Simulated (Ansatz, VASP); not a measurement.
## Rh: VASP beside Ansatz

```
CELL_PARAMETERS angstrom
0.00000 1.90155 1.90155
1.90155 0.00000 1.90155
1.90155 1.90155 0.00000
ATOMIC_POSITIONS crystal
Rh 0.00000 0.00000 0.00000
```

Alike in both runs: task single point; functional PBE; k mesh 22 × 22 × 22; occupations fermi-dirac, width 0.08 eV; no spin polarisation.

```csv
,VASP,Ansatz
version,VASP 6.6.1,Ansatz 0.2.0
potentials or method,"VASP PAW PBE potentials, release 64 (Rh_pv), cutoff 520 eV","all-electron LAPW, scalar-relativistic"
```

Ansatz gave:

```
pressure (GPa) : 5.9
```

**Question.** Estimate VASP's values.

**Answer.** Pressure (GPa): 6.0.

Ansatz ran all-electron here, and VASP with PAW potentials.
